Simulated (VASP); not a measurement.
# H2CBr2 (C2/c) in VASP: a series of runs

Runs on H2CBr2. Level: PBEsol. Tasks: single point.

Program: VASP 6.6.1. These are calculated values, not measurements. Logs are shortened: lines on timing, memory, paths and dates and some standing lists are left out, and cuts for length are marked.

## Step 1: The cell of the first run

The structure is monoclinic, space group C2/c (No. 15). Conventional cell: a = 11.888 Å, b = 4.497 Å, c = 15.011 Å, α = 90.00°, β = 110.95°, γ = 90.00°. H (site symmetry 1) has 1 C at 1.10 Å within 1.5 Å. Within 1.5 Å of H (site symmetry 1) lie 1 C at 1.10 Å. Within 1.5 Å of C (site symmetry 1) lie 2 H at 1.10 Å. Within 2.6 Å of Br (site symmetry 1) lie 1 C at 1.93 Å and 2 H at 2.49 to 2.50 Å. Br (site symmetry 1) has 1 C at 1.93 Å and 2 H at 2.50 Å within 2.6 Å.

## Step 2: Single point, PBEsol

Contents of INCAR:

```
SYSTEM = H2CBr2
PREC = Accurate
ENCUT = 520
EDIFF = 1E-6
ISMEAR = 0
SIGMA = 0.02
LREAL = Auto
LASPH = .TRUE.
NELM = 100
ALGO = Normal
ISIF = 2
LWAVE = .FALSE.
LCHARG = .TRUE.
GGA = PS
LELF = .TRUE.
LVHAR = .TRUE.
NBANDS = 56
```

Contents of KPOINTS:

```
regular mesh
0
G
  6 6 2
  0 0 0
```

Contents of POSCAR:

```
H2CBr2
1.0
    5.9431025406     -2.2484475602     -0.1046244657
    5.9431025406      2.2484475602     -0.1046244657
   -5.1204591909      0.0000000000     14.1107731721
H C Br
8 4 8
Direct
    0.7677061550      0.5601475096      0.0378722233
    0.4398524904      0.2322938450      0.4621277767
    0.2322938450      0.4398524904      0.9621277767
    0.5601475096      0.7677061550      0.5378722233
    0.9274296141      0.5109712077      0.1639854431
    0.4890287923      0.0725703859      0.3360145569
    0.0725703859      0.4890287923      0.8360145569
    0.5109712077      0.9274296141      0.6639854431
    0.7234350326      0.6709543983      0.1119900065
    0.3290456017      0.2765649674      0.3880099935
    0.2765649674      0.3290456017      0.8880099935
    0.6709543983      0.7234350326      0.6119900065
    0.3611490197      0.7807539416      0.1297751205
    0.2192460584      0.6388509803      0.3702248795
    0.6388509803      0.2192460584      0.8702248795
    0.7807539416      0.3611490197      0.6297751205
    0.6419626683      0.0432067892      0.1331199429
    0.9567932108      0.3580373317      0.3668800571
    0.3580373317      0.9567932108      0.8668800571
    0.0432067892      0.6419626683      0.6331199429
```

Potentials or basis: VASP PAW PBE potentials, release 64 (H, C, Br).

Run with:

```console
> cat potpaw_PBE.64/H/POTCAR potpaw_PBE.64/C/POTCAR potpaw_PBE.64/Br/POTCAR > POTCAR
> mpirun -np 1 vasp_std > vasp.out
```

OUTCAR:

```text
SYSTEM = H2CBr2
   PREC = Accurate
   ENCUT = 520
   EDIFF = 1E-6
   ISMEAR = 0
   LREAL = Auto
   LASPH = .TRUE.
   NELM = 100
   ISIF = 2
   GGA = PS

 ion  position               nearest neighbor table
   1  0.768  0.560  0.038-   9 1.10
   2  0.440  0.232  0.462-  10 1.10
   3  0.232  0.440  0.962-  11 1.10
   4  0.560  0.768  0.538-  12 1.10
   5  0.927  0.511  0.164-   9 1.10
   6  0.489  0.073  0.336-  10 1.10
   7  0.073  0.489  0.836-  11 1.10
   8  0.511  0.927  0.664-  12 1.10
   9  0.723  0.671  0.112-   1 1.10   5 1.10  17 1.93  13 1.93
  10  0.329  0.277  0.388-   2 1.10   6 1.10  18 1.93  14 1.93
  11  0.277  0.329  0.888-   3 1.10   7 1.10  19 1.93  15 1.93
  12  0.671  0.723  0.612-   4 1.10   8 1.10  20 1.93  16 1.93
  13  0.361  0.781  0.130-   9 1.93
  14  0.219  0.639  0.370-  10 1.93
  15  0.639  0.219  0.870-  11 1.93
  16  0.781  0.361  0.630-  12 1.93
  17  0.642  0.043  0.133-   9 1.93
  18  0.957  0.358  0.367-  10 1.93
  19  0.358  0.957  0.867-  11 1.93
  20  0.043  0.642  0.633-  12 1.93

  LATTYP: Found a base centered monoclinic cell.
 ALAT       =    11.8880467844
 B/A-ratio  =     0.3782703081
 C/A-ratio  =     1.2627050428
 COS(beta)  =    -0.3576046832

  Lattice vectors:

 A1 = (   5.9431025406,  -2.2484475602,  -0.1046244657)
 A2 = (   5.9431025406,   2.2484475602,  -0.1046244657)
 A3 = (  -5.1204591909,   0.0000000000,  14.1107731721)

Analysis of symmetry for initial positions (statically):
=====================================================================
 Subroutine PRICEL returns:
 Original cell was already a primitive cell.

 Routine SETGRP: Setting up the symmetry group for a
 base centered monoclinic supercell.

 Subroutine GETGRP returns: Found  4 space group operations
 (whereof  2 operations were pure point group operations)
 out of a pool of  4 trial point group operations.

The static configuration has the point symmetry S_2 .
 The point group associated with its full space group is C_2h.

Analysis of symmetry for dynamics (positions and initial velocities):
=====================================================================
 Subroutine PRICEL returns:
 Original cell was already a primitive cell.

 Routine SETGRP: Setting up the symmetry group for a
 base centered monoclinic supercell.

 Subroutine GETGRP returns: Found  4 space group operations
 (whereof  2 operations were pure point group operations)
 out of a pool of  4 trial point group operations.

The dynamic configuration has the point symmetry S_2 .
 The point group associated with its full space group is C_2h.

 Subroutine INISYM returns: Found  4 space group operations
 (whereof  2 operations are pure point group operations),
 and found     1 'primitive' translations

----------------------------------------------------------------------------------------

                                     Primitive cell

  volume of cell :     374.7085

  direct lattice vectors                    reciprocal lattice vectors
     5.943102541 -2.248447560 -0.104624466     0.084672043 -0.222375655  0.030725442
     5.943102541  2.248447560 -0.104624466     0.084672043  0.222375655  0.030725442
    -5.120459191  0.000000000 14.110773172     0.001255603  0.000000000  0.071323467

  length of vectors
     6.355071244  6.355071244 15.011096624     0.239925696  0.239925696  0.071334518

  position of ions in fractional coordinates (direct lattice)
     0.767706155  0.560147510  0.037872223
     0.439852490  0.232293845  0.462127777
     0.232293845  0.439852490  0.962127777
     0.560147510  0.767706155  0.537872223
     0.927429614  0.510971208  0.163985443
     0.489028792  0.072570386  0.336014557
[... 12 lines left out ...]
     0.358037332  0.956793211  0.866880057
     0.043206789  0.641962668  0.633119943

  ion indices of the primitive-cell ions
   primitive index   ion index
                 1           1
                 2           2
                 3           3
                 4           4
                 5           5
                 6           6
[... 12 lines left out ...]
                19          19
                20          20

----------------------------------------------------------------------------------------

 KPOINTS: regular mesh

Automatic generation of k-mesh.
 Grid dimensions read from file:
 generate k-points for:    6    6    2

 Generating k-lattice:

  Cartesian coordinates                     Fractional coordinates (reciprocal lattice)
     0.014112007 -0.037062609  0.005120907     0.166666667 -0.000000000 -0.000000000
     0.014112007  0.037062609  0.005120907    -0.000000000  0.166666667 -0.000000000
     0.000627802  0.000000000  0.035661734     0.000000000  0.000000000  0.500000000

  Length of vectors
     0.039987616  0.039987616  0.035667259

  Shift w.r.t. Gamma in fractional coordinates (k-lattice)
     0.000000000  0.000000000  0.000000000

 Subroutine IBZKPT returns following result:
 ===========================================

 Found     26 irreducible k-points:

 Following reciprocal coordinates:
            Coordinates               Weight
  0.000000  0.000000  0.000000      1.000000
  0.166667 -0.000000  0.000000      4.000000
  0.333333 -0.000000 -0.000000      4.000000
  0.500000 -0.000000 -0.000000      2.000000
  0.166667  0.166667 -0.000000      2.000000
  0.333333  0.166667 -0.000000      4.000000
[... 16 lines left out ...]
  0.333333  0.333333  0.500000      2.000000
  0.500000  0.333333  0.500000      4.000000
 [... further k-points ...]
   k-points           NKPTS =     26   k-points in BZ     NKDIM =     26   number of bands    NBANDS=     56
   number of dos      NEDOS =    301   number of ions     NIONS =     20
   total plane-waves  NPLWV = 258048
   dimension x,y,z NGX =    48 NGY =   48 NGZ =  112
   dimension x,y,z NGXF=    96 NGYF=   96 NGZF=  224
   ions per type =               8   4   8
   NGX,Y,Z   is equivalent  to a cutoff of  12.56, 12.56, 12.40 a.u.
   NGXF,Y,Z  is equivalent  to a cutoff of  25.11, 25.11, 24.81 a.u.
 SYSTEM =  H2CBr2
   PREC   = accura    normal or accurate (medium, high low for compatibility)
   ISTART =      0    job   : 0-new  1-cont  2-samecut
   ICHARG =      2    charge: 1-file 2-atom 10-const
   ISPIN  =      1    spin polarized calculation?
   LNONCOLLINEAR =      F non collinear calculations
   LSORBIT =      F    spin-orbit coupling
   LASPH  =      T    aspherical Exc in radial PAW
   ENCUT  =  520.0 eV  38.22 Ry    6.18 a.u.  11.82 11.82 27.91*2*pi/ulx,y,z
   NELM   =    100;   NELMIN=  2; NELMDL= -5     # of ELM steps
   EDIFF  = 0.1E-05   stopping-criterion for ELM
   LREAL  =      T    real-space projection
   EDIFFG = 0.1E-04   stopping-criterion for IOM
   NSW    =      0    number of steps for IOM
   IBRION =     -1    ionic relax: 0-MD 1-quasi-New 2-CG
   NFREE  =      0    steps in history (QN), initial steepest desc. (CG)
   ISIF   =      2    stress and relaxation
   ISYM   =      2    0-nonsym 1-usesym 2-fastsym
   POTIM  = 0.5000    time-step for ionic-motion
   TEBEG  =    0.0;   TEEND  =   0.0 temperature during run
   PSTRESS=    0.0 pullay stress
   NELECT =      80.0000    total number of electrons
   NUPDOWN=      -1.0000    fix difference up-down
   EMIN   =  10.00;   EMAX   =-10.00  energy-range for DOS
   EFERMI =   0.00;   METHOD = LEGACY
   ISMEAR =     0;   SIGMA  =   0.02  broadening in eV -4-tet -1-fermi 0-gaus
   EFERMI_NEDOS =   21; number of points for ismear=-14 and -15
   IALGO  =     38    algorithm
   IMIX   =      4    mixing-type and parameters
     AMIX     =   0.40;   BMIX     =  1.00
     AMIX_MAG =   1.60;   BMIX_MAG =  1.00
  volume/ion in A,a.u.               =      18.74       126.43
  Fermi-wavevector in a.u.,A,eV,Ry     =   0.978454  1.849010 13.025834  0.957372
  Thomas-Fermi vector in A             =   2.109231
   LORBIT       =      0    0 simple, 1 ext, 2 COOP (PROOUT), +10 PAW based schemes
   GGA     = PS    functional components
   LHFCALC =     F    Hartree Fock is set to
   AEXX    =    0.0000 exact exchange contribution
   IVDW    =     0    specifies the selected vdW correction
   LEPSILON=     F    determine dielectric tensor
   LRPA    =     F    only Hartree local field effects (RPA)
 non-spin polarized calculation
 Gauss-broadening in eV      SIGMA  =   0.02
  energy-cutoff  :      520.00
  volume of cell :      374.71
 maximum number of plane-waves:     10125
   NGX = 23   NGY = 23   NGZ = 55

 number of electron      79.9999993 magnetization

 Free energy of the ion-electron system (eV)
  ---------------------------------------------------
  ext. energy  EPLUGINS =         0.00000000
  ---------------------------------------------------
  free energy    TOTEN  =       -80.96031511 eV

  energy without entropy =      -80.96031511  energy(sigma->0) =      -80.96031511

 E-fermi :  -0.8815     XC(G=0):  -7.9438

 val. band max:       -1.0188899306   @ k =   0.5000  -0.0000   0.5000
 cond. band min:       3.1409706023   @ k =   0.1667  -0.0000   0.0000
 fundamental gap:      4.1598605329
 Fermi energy:        -0.8814560816

 k-point     1 :       0.0000    0.0000    0.0000
  band No.  band energies     occupation
      1     -16.3983      2.00000
      2     -16.2966      2.00000
      3     -16.2896      2.00000
      4     -16.1826      2.00000
      5     -14.6361      2.00000
      6     -14.5810      2.00000
[... 44 lines left out ...]
     51       6.1607      0.00000
     52       6.5530      0.00000

 k-point     2 :       0.1667   -0.0000    0.0000
  band No.  band energies     occupation
      1     -16.3534      2.00000
      2     -16.2708      2.00000
      3     -16.2466      2.00000
      4     -16.1599      2.00000
      5     -14.6518      2.00000
      6     -14.6048      2.00000
[... 44 lines left out ...]
     51       6.2014      0.00000
     52       6.5735      0.00000

 k-point     3 :       0.3333   -0.0000   -0.0000
  band No.  band energies     occupation
      1     -16.2520      2.00000
      2     -16.2046      2.00000
      3     -16.1701      2.00000
      4     -16.1184      2.00000
      5     -14.6815      2.00000
      6     -14.6483      2.00000
[... 44 lines left out ...]
     51       6.1558      0.00000
     52       6.4649      0.00000
[... 1046 lines left out ...]
 k-point    23 :       0.3333    0.3333    0.5000
  band No.  band energies     occupation
      1     -16.2762      2.00000
      2     -16.2376      2.00000
      3     -16.1692      2.00000
      4     -16.1299      2.00000
      5     -14.8386      2.00000
      6     -14.8022      2.00000
[... 44 lines left out ...]
     51       6.6485      0.00000
     52       7.2013      0.00000

 k-point    24 :       0.5000    0.3333    0.5000
  band No.  band energies     occupation
      1     -16.2184      2.00000
      2     -16.1955      2.00000
      3     -16.1350      2.00000
      4     -16.1113      2.00000
      5     -14.8537      2.00000
      6     -14.8324      2.00000
[... 44 lines left out ...]
     51       6.5261      0.00000
     52       6.9378      0.00000

 [... further k-points ...]

 [bands above 52 left out]

------------------------ aborting loop because EDIFF is reached ----------------------------------------

  FORCE on cell =-STRESS in cart. coord.  units (eV):
  Direction    XX          YY          ZZ          XY          YZ          ZX
  --------------------------------------------------------------------------------------
  -------------------------------------------------------------------------------------
  Total        0.1483994      0.1620423      0.0928326      0.0000000      0.0000000     -0.0398274
  in kB        0.6345257      0.6928600      0.3969332      0.0000000      0.0000000     -0.1702938
  external PRESSURE =       0.5747730 kB  Pullay stress =       0.0000000 kB

 VOLUME and BASIS-vectors are now :
 -----------------------------------------------------------------------------
  energy-cutoff  :      520.00
  volume of cell :      374.71
      direct lattice vectors                 reciprocal lattice vectors
     5.943102541 -2.248447560 -0.104624466     0.084672043 -0.222375655  0.030725442
     5.943102541  2.248447560 -0.104624466     0.084672043  0.222375655  0.030725442
    -5.120459191  0.000000000 14.110773172     0.001255603  0.000000000  0.071323467

 POSITION                                       TOTAL-FORCE (eV/Angst)
 -----------------------------------------------------------------------------------
      7.69765     -0.46668      0.39548        -0.003235     -0.009223     -0.031798
      1.62833     -0.46668      6.45066         0.003235     -0.009223      0.031798
     -0.93190      0.46668     13.50604         0.003235      0.009223      0.031798
      5.13742      0.46668      7.45087        -0.003235      0.009223     -0.031798
      7.70888     -0.93638      2.16347        -0.002221     -0.024444      0.018241
      1.61709     -0.93638      4.68267         0.002221     -0.024444     -0.018241
[... 12 lines left out ...]
      3.37535      1.34627     12.09478        -0.024915     -0.023445     -0.007055
      0.83017      1.34627      8.86213         0.024915     -0.023445      0.007055
 -----------------------------------------------------------------------------------
    total drift:                               -0.000000      0.000000      0.000000

  FREE ENERGIE OF THE ION-ELECTRON SYSTEM (eV)
  ---------------------------------------------------
  free  energy   TOTEN  =       -80.9603151131 eV

  energy  without entropy=      -80.9603151131  energy(sigma->0) =      -80.96031511
```

Run time: 8.3 min. Hardware: 1 thread of Intel Xeon 6975P-C (Granite Rapids), shared host; peak memory 0.74 GiB.

Results:

* Free energy: -80.9603 eV
* Pressure: 0.1 GPa
* Largest force: 0.035 eV/Å
* Band gap on the k mesh: 4.16 eV (least direct gap 4.22 eV)

Forces in eV/Å, atoms in the order of the input:
```
H   -0.003 -0.009 -0.032
H    0.003 -0.009  0.032
H    0.003  0.009  0.032
H   -0.003  0.009 -0.032
H   -0.002 -0.024  0.018
H    0.002 -0.024 -0.018
H    0.002  0.024 -0.018
H   -0.002  0.024  0.018
C    0.005  0.006  0.010
C   -0.005  0.006 -0.010
C   -0.005 -0.006 -0.010
C    0.005 -0.006  0.010
Br  -0.026  0.019  0.006
Br   0.026  0.019 -0.006
Br   0.026 -0.019 -0.006
Br  -0.026 -0.019  0.006
Br   0.025  0.023  0.007
Br  -0.025  0.023 -0.007
Br  -0.025 -0.023 -0.007
Br   0.025 -0.023  0.007
```

Caveat: this functional lacks dispersion, which holds the molecules together, so the pressure and a relaxed volume are unreliable; the PAW data sets were made with another functional, which shifts forces and pressure a little.

(Continued in part 2 of 2.)
